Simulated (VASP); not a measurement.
Runs of VASP 6.6.1 on B. The structure is that of space group Pm-3m (No. 221), or close to it. The cells are those of the table. This isn't the form of B at room conditions, which is rhombohedral.

```csv
task,level,cell,cutoff (eV),share of exact exchange,screening parameter,gap on the mesh (eV),pressure (GPa),relaxed volume (Å³/atom)
single point,HSE06,"a = 1.885 Å, 1 atom",520,0.25,0.2079 1/Å,none,-4.5,-
relaxation of cell and atoms,PBEsol-based global hybrid with 25 % exact exchange,"relaxed from a = 1.885 Å, 1 atom",600,0.25,-,none,0.0,6.52
single point,B3LYP,"a = 1.888 Å, 1 atom",520,0.2,-,none,(a),-
relaxation of cell and atoms,B3LYP,"relaxed from a = 1.885 Å, 1 atom",600,0.2,-,none,0.0,6.73
relaxation of cell and atoms,HF,"relaxed from a = 1.885 Å, 1 atom",600,1,-,none,0.0,(b)
```

Alike in all rows: potentials or basis VASP PAW PBE potentials, release 64 (B); no spin polarisation; k mesh 7 × 7 × 7; smearing fermi-dirac 0.05 eV.

Problem. Fill in the values left out.

Solution. (a) 0.1; (b) 6.88.

Caveats: all runs use coarse meshes; the PAW data sets were made with another functional, which shifts forces and pressure a little.

A gap of «none» marks levels without a gap at the run's occupations.
